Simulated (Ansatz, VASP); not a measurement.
**Yb in VASP and in Ansatz**

```
Yb
1.0
     3.59302    0.00000    0.00000
    -1.79651    3.11165    0.00000
     0.00000    0.00000    5.89765
Yb
2
Direct
  0.33333 0.66667 0.25000
  0.66667 0.33333 0.75000
```

Alike in both runs: task single point; functional LDA; k mesh 17 × 17 × 9; occupations fermi-dirac, width 0.1 eV; no spin polarisation.

```csv
,VASP,Ansatz
version,VASP 6.6.1,Ansatz 0.2.0
potentials or method,"VASP PAW PBE potentials, release 64 (Yb), cutoff 520 eV","plane waves (420 eV) with PAW, scalar-relativistic"
valence electrons in the cell,48,48
```

|  | VASP | Ansatz | Ansatz less VASP |
| --- | --- | --- | --- |
| pressure (GPa) | -8.4 | -2.2 | +6.15 |

VASP's potentials were made for PBE, not for LDA, and Ansatz warns of the same on its side. LDA's correlation is that of Perdew and Zunger in VASP and of Perdew and Wang (1992) in Ansatz. One of these differences is far larger than is usual between the two programs; its cause wasn't traced.

Neither program's run includes spin-orbit coupling.
